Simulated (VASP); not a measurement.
The system is KCl.

```xyz
2
Lattice="3.9937 0.0000 0.0000 0.0000 3.9937 0.0000 0.0000 0.0000 3.9937" Properties=species:S:1:pos:R:3 pbc="T T T"
K     0.0000    0.0000    0.0000
Cl    1.9968    1.9968    1.9968
```

This cell differs from its parent crystal: strain +5.9%.

Base run:

* Program: VASP 6.6.1
* Functional: PBE
* Potentials or basis: VASP PAW PBE potentials, release 64 (K_sv, Cl)
* Cutoff: 520 eV
* k mesh: 8 × 8 × 8
* Occupations: fermi-dirac, width 0.02 eV
* Spin: no spin polarisation

Its results: band gap on the k mesh 4.35 eV (least direct gap 4.53 eV); pressure -1.7 GPa.

The run is repeated on the same cell with these changes: functional from PBE to r2SCAN; occupations from fermi-dirac, width 0.02 eV to gaussian, width 0.01 eV. What comes out?

Band gap on the k mesh 5.08 eV (least direct gap 5.26 eV); pressure -2.6 GPa.

Caveats: the PAW data sets were made with another functional, which shifts forces and pressure a little (at least some runs).

A k mesh can miss the band edges.
